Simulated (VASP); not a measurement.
# InSbTe3 (Immm) in VASP: further runs

Runs on InSbTe3. Level: PBE. Tasks: single point.

Everything below comes from runs of VASP 6.6.1. Logs are shortened: lines on timing, memory, paths and dates and some standing lists are left out, and cuts for length are marked.

### Step 1. The cell of the first run

Symmetry: Immm, No. 71, orthorhombic system. The conventional cell has a = 5.802 Å, b = 6.227 Å, c = 9.689 Å, α = 90.00°, β = 90.00°, γ = 90.00°. In (site symmetry mmm) has 6 Te at 2.90 to 3.44 Å within 3.8 Å. Within 4.3 Å of Sb (site symmetry mmm) lie 6 Te at 3.11 to 3.25 Å and 4 In at 4.26 Å. Within 3.8 Å of Te (site symmetry mm2) lie 2 Te at 2.92 to 3.39 Å and 2 Sb at 3.25 Å and 2 In at 3.44 Å. Te (site symmetry mmm) has 2 In at 2.90 Å and 2 Sb at 3.11 Å and 2 Te at 3.39 Å within 3.8 Å.

The cell was generated, and may not be a known phase.

### Step 2. Single point, PBE

File INCAR:

```
  ALGO = Normal
  EDIFF = 1E-6
  ENCUT = 520
  GGA = PE
  ISIF = 2
  ISMEAR = 0
  LASPH = True
  LCHARG = True
  LELF = True
  LREAL = False
  LVHAR = True
  LWAVE = False
  NBANDS = 26
  NELM = 60
  PREC = Accurate
  SIGMA = 0.1
```

File KPOINTS:

```
k-points
0
Gamma
  4 4 4
```

File POSCAR:

```
InSbTe3
1.0
   -2.9010683374      3.1135737944      4.8447356659
    2.9010683374     -3.1135737944      4.8447356659
    2.9010683374      3.1135737944     -4.8447356659
In Sb Te
1 1 3
Direct
    0.0000000000      0.0000000000      0.0000000000
    0.5000000000      0.5000000000      0.0000000000
    0.6504662824      0.1504662824      0.5000000000
    0.3495337176      0.8495337176      0.5000000000
    0.0000000000      0.5000000000      0.5000000000
```

Potentials or basis: VASP PAW PBE potentials, release 64 (In_d, Sb, Te).

Started as:

```
cat potpaw_PBE.64/In_d/POTCAR potpaw_PBE.64/Sb/POTCAR potpaw_PBE.64/Te/POTCAR > POTCAR
mpirun -np 1 vasp_std > vasp.out
```

OUTCAR:

```text
EDIFF = 1E-6
   ENCUT = 520
   GGA = PE
   ISIF = 2
   ISMEAR = 0
   LASPH = True
   LREAL = False
   NELM = 60
   PREC = Accurate

 ion  position               nearest neighbor table
   1  0.000  0.000  0.000-   5 2.90   5 2.90   3 3.44   4 3.44   4 3.44   3 3.44
   2  0.500  0.500  0.000-   5 3.11   5 3.11   3 3.25   4 3.25   4 3.25   3 3.25
   3  0.650  0.150  0.500-   4 2.92   2 3.25   2 3.25   5 3.39   1 3.44   1 3.44
   4  0.350  0.850  0.500-   3 2.92   2 3.25   2 3.25   5 3.39   1 3.44   1 3.44
   5  0.000  0.500  0.500-   1 2.90   1 2.90   2 3.11   2 3.11   3 3.39   4 3.39

  LATTYP: Found a body centered orthorhombic cell.
 ALAT       =     5.8021366748
 B/A-ratio  =     1.0732507588
 C/A-ratio  =     1.6699832967

  Lattice vectors:

 A1 = (  -2.9010683374,   3.1135737944,   4.8447356659)
 A2 = (   2.9010683374,  -3.1135737944,   4.8447356659)
 A3 = (   2.9010683374,   3.1135737944,  -4.8447356659)

Analysis of symmetry for initial positions (statically):
=====================================================================
 Subroutine PRICEL returns:
 Original cell was already a primitive cell.

 Routine SETGRP: Setting up the symmetry group for a
 body centered orthorhombic supercell.

 Subroutine GETGRP returns: Found  8 space group operations
 (whereof  8 operations were pure point group operations)
 out of a pool of  8 trial point group operations.

The static configuration has the point symmetry D_2h.

Analysis of symmetry for dynamics (positions and initial velocities):
=====================================================================
 Subroutine PRICEL returns:
 Original cell was already a primitive cell.

 Routine SETGRP: Setting up the symmetry group for a
 body centered orthorhombic supercell.

 Subroutine GETGRP returns: Found  8 space group operations
 (whereof  8 operations were pure point group operations)
 out of a pool of  8 trial point group operations.

The dynamic configuration has the point symmetry D_2h.

 Subroutine INISYM returns: Found  8 space group operations
 (whereof  8 operations are pure point group operations),
 and found     1 'primitive' translations

----------------------------------------------------------------------------------------

                                     Primitive cell

  volume of cell :     175.0440

  direct lattice vectors                    reciprocal lattice vectors
    -2.901068337  3.113573794  4.844735666     0.000000000  0.160587169  0.103204805
     2.901068337 -3.113573794  4.844735666     0.172350301  0.000000000  0.103204805
     2.901068337  3.113573794 -4.844735666     0.172350301  0.160587169  0.000000000

  length of vectors
     6.448410885  6.448410885  6.448410885     0.190891253  0.200887675  0.235569236

  position of ions in fractional coordinates (direct lattice)
     0.000000000  0.000000000  0.000000000
     0.500000000  0.500000000  0.000000000
     0.650466282  0.150466282  0.500000000
     0.349533718  0.849533718  0.500000000
     0.000000000  0.500000000  0.500000000

  ion indices of the primitive-cell ions
   primitive index   ion index
                 1           1
                 2           2
                 3           3
                 4           4
                 5           5

----------------------------------------------------------------------------------------

 KPOINTS: k-points

Automatic generation of k-mesh.
 Grid dimensions read from file:
 generate k-points for:    4    4    4

 Generating k-lattice:

  Cartesian coordinates                     Fractional coordinates (reciprocal lattice)
     0.000000000  0.040146792  0.025801201     0.250000000 -0.000000000  0.000000000
     0.043087575  0.000000000  0.025801201    -0.000000000  0.250000000  0.000000000
     0.043087575  0.040146792  0.000000000     0.000000000 -0.000000000  0.250000000

  Length of vectors
     0.047722813  0.050221919  0.058892309

  Shift w.r.t. Gamma in fractional coordinates (k-lattice)
     0.000000000  0.000000000  0.000000000

 Subroutine IBZKPT returns following result:
 ===========================================

 Found     18 irreducible k-points:

 Following reciprocal coordinates:
            Coordinates               Weight
  0.000000  0.000000  0.000000      1.000000
  0.250000 -0.000000  0.000000      4.000000
  0.500000 -0.000000  0.000000      2.000000
 -0.000000  0.250000  0.000000      4.000000
  0.250000  0.250000  0.000000      8.000000
  0.500000  0.250000  0.000000      8.000000
[... 10 lines left out ...]
 -0.250000 -0.250000  0.250000      2.000000
  0.500000  0.500000  0.500000      1.000000
   k-points           NKPTS =     18   k-points in BZ     NKDIM =     18   number of bands    NBANDS=     26
   number of dos      NEDOS =    301   number of ions     NIONS =      5
   total plane-waves  NPLWV = 110592
   dimension x,y,z NGX =    48 NGY =   48 NGZ =   48
   dimension x,y,z NGXF=    96 NGYF=   96 NGZF=   96
   ions per type =               1   1   3
   NGX,Y,Z   is equivalent  to a cutoff of  12.37, 12.37, 12.37 a.u.
   NGXF,Y,Z  is equivalent  to a cutoff of  24.75, 24.75, 24.75 a.u.
 SYSTEM =  unknown system
   PREC   = accura    normal or accurate (medium, high low for compatibility)
   ISTART =      0    job   : 0-new  1-cont  2-samecut
   ICHARG =      2    charge: 1-file 2-atom 10-const
   ISPIN  =      1    spin polarized calculation?
   LNONCOLLINEAR =      F non collinear calculations
   LSORBIT =      F    spin-orbit coupling
   LASPH  =      T    aspherical Exc in radial PAW
   ENCUT  =  520.0 eV  38.22 Ry    6.18 a.u.  11.99 11.99 11.99*2*pi/ulx,y,z
   NELM   =     60;   NELMIN=  2; NELMDL= -5     # of ELM steps
   EDIFF  = 0.1E-05   stopping-criterion for ELM
   LREAL  =      F    real-space projection
   EDIFFG = 0.1E-04   stopping-criterion for IOM
   NSW    =      0    number of steps for IOM
   IBRION =     -1    ionic relax: 0-MD 1-quasi-New 2-CG
   NFREE  =      0    steps in history (QN), initial steepest desc. (CG)
   ISIF   =      2    stress and relaxation
   ISYM   =      2    0-nonsym 1-usesym 2-fastsym
   POTIM  = 0.5000    time-step for ionic-motion
   TEBEG  =    0.0;   TEEND  =   0.0 temperature during run
   PSTRESS=    0.0 pullay stress
   NELECT =      36.0000    total number of electrons
   NUPDOWN=      -1.0000    fix difference up-down
   EMIN   =  10.00;   EMAX   =-10.00  energy-range for DOS
   EFERMI =   0.00;   METHOD = LEGACY
   ISMEAR =     0;   SIGMA  =   0.10  broadening in eV -4-tet -1-fermi 0-gaus
   EFERMI_NEDOS =   21; number of points for ismear=-14 and -15
   IALGO  =     38    algorithm
   IMIX   =      4    mixing-type and parameters
     AMIX     =   0.40;   BMIX     =  1.00
     AMIX_MAG =   1.60;   BMIX_MAG =  1.00
  volume/ion in A,a.u.               =      35.01       236.25
  Fermi-wavevector in a.u.,A,eV,Ry     =   0.966333  1.826104 12.705101  0.933799
  Thomas-Fermi vector in A             =   2.096125
   LORBIT       =      0    0 simple, 1 ext, 2 COOP (PROOUT), +10 PAW based schemes
   GGA     = PE    functional components
   LHFCALC =     F    Hartree Fock is set to
   AEXX    =    0.0000 exact exchange contribution
   IVDW    =     0    specifies the selected vdW correction
   LEPSILON=     F    determine dielectric tensor
   LRPA    =     F    only Hartree local field effects (RPA)
 non-spin polarized calculation
 Gauss-broadening in eV      SIGMA  =   0.10
  energy-cutoff  :      520.00
  volume of cell :      175.04
 maximum number of plane-waves:      4733
   NGX = 23   NGY = 23   NGZ = 23

 number of electron      35.9999996 magnetization

 Free energy of the ion-electron system (eV)
  ---------------------------------------------------
  ext. energy  EPLUGINS =         0.00000000
  ---------------------------------------------------
  free energy    TOTEN  =       -16.10929281 eV

  energy without entropy =      -16.10078551  energy(sigma->0) =      -16.10503916

 E-fermi :   5.1263     XC(G=0):  -8.8524

 val. band max:        5.1173946768   @ k =   0.2500  -0.0000   0.0000
 cond. band min:       5.1693213201   @ k =  -0.2500   0.2500   0.2500
 fundamental gap:      0.0519266432
 Fermi energy:         5.1263370861

 k-point     1 :       0.0000    0.0000    0.0000
  band No.  band energies     occupation
      1      -9.2245      2.00000
      2      -9.1053      2.00000
      3      -9.0884      2.00000
      4      -9.0737      2.00000
      5      -9.0527      2.00000
      6      -7.4083      2.00000
[... 18 lines left out ...]
     25      10.5746      0.00000
     26      11.2066      0.00000

 k-point     2 :       0.2500   -0.0000    0.0000
  band No.  band energies     occupation
      1      -9.2242      2.00000
      2      -9.0990      2.00000
      3      -9.0905      2.00000
      4      -9.0735      2.00000
      5      -9.0530      2.00000
      6      -7.2282      2.00000
[... 18 lines left out ...]
     25       9.5608      0.00000
     26      11.2458      0.00000

 k-point     3 :       0.5000   -0.0000    0.0000
  band No.  band energies     occupation
      1      -9.2239      2.00000
      2      -9.0937      2.00000
      3      -9.0920      2.00000
      4      -9.0733      2.00000
      5      -9.0534      2.00000
      6      -6.9440      2.00000
[... 18 lines left out ...]
     25      10.8107      0.00000
     26      10.9422      0.00000

 k-point     4 :      -0.0000    0.2500    0.0000
  band No.  band energies     occupation
      1      -9.1911      2.00000
      2      -9.1055      2.00000
      3      -9.0882      2.00000
      4      -9.0753      2.00000
      5      -9.0545      2.00000
      6      -7.1833      2.00000
[... 18 lines left out ...]
     25       9.8650      0.00000
     26      10.7353      0.00000

 k-point     5 :       0.2500    0.2500    0.0000
  band No.  band energies     occupation
      1      -9.1911      2.00000
      2      -9.0996      2.00000
      3      -9.0903      2.00000
      4      -9.0752      2.00000
      5      -9.0551      2.00000
      6      -6.9281      2.00000
[... 18 lines left out ...]
     25      10.4132      0.00000
     26      10.5213      0.00000

 k-point     6 :       0.5000    0.2500    0.0000
  band No.  band energies     occupation
      1      -9.1896      2.00000
      2      -9.0932      2.00000
      3      -9.0923      2.00000
      4      -9.0751      2.00000
      5      -9.0557      2.00000
      6      -6.8568      2.00000
[... 253 lines left out ...]
 k-point    15 :       0.2500   -0.2500    0.2500
  band No.  band energies     occupation
      1      -9.2240      2.00000
      2      -9.0931      2.00000
      3      -9.0927      2.00000
      4      -9.0733      2.00000
      5      -9.0534      2.00000
      6      -7.0010      2.00000
[... 18 lines left out ...]
     25      10.2165      0.00000
     26      10.5280      0.00000

 k-point    16 :       0.5000   -0.2500    0.2500
  band No.  band energies     occupation
      1      -9.2267      2.00000
      2      -9.1009      2.00000
      3      -9.0902      2.00000
      4      -9.0732      2.00000
      5      -9.0529      2.00000
      6      -6.9266      2.00000
[... 18 lines left out ...]
     25       9.8032      0.00000
     26      10.8172      0.00000

 k-point    17 :      -0.2500   -0.2500    0.2500
  band No.  band energies     occupation
      1      -9.2269      2.00000
      2      -9.1068      2.00000
      3      -9.0880      2.00000
      4      -9.0734      2.00000
      5      -9.0526      2.00000
      6      -7.1853      2.00000
[... 18 lines left out ...]
     25       9.5357      0.00000
     26      11.5659      0.00000

 k-point    18 :       0.5000    0.5000    0.5000
  band No.  band energies     occupation
      1      -9.2295      2.00000
      2      -9.1083      2.00000
      3      -9.0877      2.00000
      4      -9.0731      2.00000
      5      -9.0525      2.00000
      6      -6.9023      2.00000
[... 18 lines left out ...]
     25       9.4623      0.00000
     26      10.3566      0.00000

------------------------ aborting loop because EDIFF is reached ----------------------------------------

  FORCE on cell =-STRESS in cart. coord.  units (eV):
  Direction    XX          YY          ZZ          XY          YZ          ZX
  --------------------------------------------------------------------------------------
  -------------------------------------------------------------------------------------
  Total        0.0529509     -0.1189039      0.1285378      0.0000000      0.0000000      0.0000000
  in kB        0.4846596     -1.0883276      1.1765061      0.0000000      0.0000000      0.0000000
  external PRESSURE =       0.1909460 kB  Pullay stress =       0.0000000 kB

 VOLUME and BASIS-vectors are now :
 -----------------------------------------------------------------------------
  energy-cutoff  :      520.00
  volume of cell :      175.04
      direct lattice vectors                 reciprocal lattice vectors
    -2.901068337  3.113573794  4.844735666     0.000000000  0.160587169  0.103204805
     2.901068337 -3.113573794  4.844735666     0.172350301  0.000000000  0.103204805
     2.901068337  3.113573794 -4.844735666     0.172350301  0.160587169  0.000000000

 POSITION                                       TOTAL-FORCE (eV/Angst)
 -----------------------------------------------------------------------------------
      0.00000      0.00000      0.00000         0.000000     -0.000000     -0.000000
      0.00000      0.00000      4.84474         0.000000     -0.000000     -0.000000
     -0.00000      3.11357      1.45794         0.000000     -0.000000      0.020017
      2.90107      0.00000      3.38680        -0.000000      0.000000     -0.020017
      2.90107      0.00000      0.00000         0.000000     -0.000000     -0.000000
 -----------------------------------------------------------------------------------
    total drift:                                0.000000     -0.000000      0.000000

  FREE ENERGIE OF THE ION-ELECTRON SYSTEM (eV)
  ---------------------------------------------------
  free  energy   TOTEN  =       -16.1092928138 eV

  energy  without entropy=      -16.1007855074  energy(sigma->0) =      -16.10503916
```

It took 2.4 min on 1 thread of Intel Xeon 8259CL, shared host; peak memory 0.36 GiB.

Results:

| Item | Value |
| --- | --- |
| Free energy | -16.1093 eV |
| Pressure | 0.0 GPa |
| Largest force | 0.020 eV/Å |
| Band gap on the k mesh | zero (bands 18 and 19 overlap by 0.65 eV) |

Forces on the atoms (eV/Å):
```
In   0.000  0.000  0.000
Sb   0.000  0.000  0.000
Te   0.000  0.000  0.020
Te   0.000  0.000 -0.020
Te   0.000  0.000  0.000
```

Caveat: spin-orbit coupling is left out, which moves the levels of the heavy elements.

### Step 3. Single point, PBE

This run uses another cell than the first one, of 35.95 Å³/atom.

File INCAR:

```
SYSTEM = InSbTe3
  ALGO = Normal
  EDIFF = 1E-6
  ENCUT = 520
  GGA = PE
  ISIF = 2
  ISMEAR = 0
  LASPH = .True.
  LCHARG = .False.
  LREAL = .False.
  LWAVE = .False.
  NBANDS = 26
  NELM = 100
  PREC = Accurate
  SIGMA = 0.1
```

File KPOINTS:

```
k-points
0
Gamma
  4 4 4
  0 0 0
```

File POSCAR:

```
InSbTe3
1.0
   -2.8474368000      3.6067991600      4.3749681000
    2.8474368000     -3.6067991600      4.3749681000
    2.8474368000      3.6067991600     -4.3749681000
In Sb Te
1 1 3
Direct
    0.0000000000      0.0000000000      0.0000000000
    0.5000000000      0.5000000000      0.0000000000
    0.7007803600      0.2007803600      0.5000000000
    0.2992196400      0.7992196400      0.5000000000
    0.0000000000      0.5000000000      0.5000000000
```

Potentials or basis: VASP PAW PBE potentials, release 64 (In_d, Sb, Te).

Started as:

```
cat potpaw_PBE.64/In_d/POTCAR potpaw_PBE.64/Sb/POTCAR potpaw_PBE.64/Te/POTCAR > POTCAR
mpirun -np 1 vasp_std > vasp.out
```

It took 2.3 min on 1 thread of Intel Xeon 8259CL, shared host; peak memory 0.37 GiB.

The run converged. Its results:

```
Free energy            : -14.0829 eV
Pressure               : 3.4 GPa
Largest force          : 3.891 eV/Å
Band gap on the k mesh : zero (bands 18 and 19 overlap by 1.76 eV)
```

Forces on the atoms (eV/Å):
```
In   0.000  0.000  0.000
Sb   0.000  0.000  0.000
Te   0.000  0.000 -3.891
Te   0.000  0.000  3.891
Te   0.000  0.000  0.000
```

Stress tensor (GPa, compression positive):
```
 1.53  0.00  0.00
 0.00 -4.61  0.00
 0.00  0.00 13.27
```

Levels at points of the mesh, in eV from the Fermi level:
```tsv
k point	band 16	band 17	band 18	band 19	band 20	band 21
(0.00, 0.00, 0.00)	-2.28	-1.80	-1.73	-1.03	1.05	2.38
(0.50, 0.00, 0.00)	-1.10	-0.78	-0.71	-0.27	0.91	1.17
(0.00, 0.50, 0.00)	-0.70	0.06	0.29	0.47	1.12	1.79
(0.50, 0.50, 0.00)	-1.07	-0.99	-0.88	1.04	1.13	1.24
(0.50, 0.50, 0.50)	-1.57	-0.96	-0.81	-0.79	1.11	1.94
```

Caveat: the stress differs along the axes, from -5 to 13 GPa; spin-orbit coupling is left out, which moves the levels of the heavy elements; forces of over 1 eV/Å act on the atoms, so gaps and moduli don't describe the material at rest.

(Part 1 of 2 ends here.)

The gap in the log of VASP goes by the Fermi energy; the results here count the filled bands.